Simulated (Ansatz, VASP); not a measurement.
# Yb in VASP and in Ansatz

```
CELL_PARAMETERS angstrom
-2.16573 2.16573 2.16573
2.16573 -2.16573 2.16573
2.16573 2.16573 -2.16573
ATOMIC_POSITIONS crystal
Yb 0.00000 0.00000 0.00000
```

Change from the starting cell: volume scaled by 1.02.

Alike in both runs: task single point; functional PBEsol; k mesh 12 × 12 × 12; occupations fermi-dirac, width 0.05 eV; no spin polarisation.

|  | VASP | Ansatz |
| --- | --- | --- |
| version | VASP 6.6.1 | Ansatz 0.2.0 |
| potentials or method | VASP PAW PBE potentials, release 64 (Yb), cutoff 520 eV | all-electron LAPW, scalar-relativistic |

Ansatz gave:

```
pressure (GPa) : -3.5
```

Task: Which values does VASP return?

Result: Pressure (GPa): -5.0.

VASP's potentials were made for PBE, not for PBEsol. Ansatz ran all-electron here, and VASP with PAW potentials.

Neither program's run includes spin-orbit coupling.
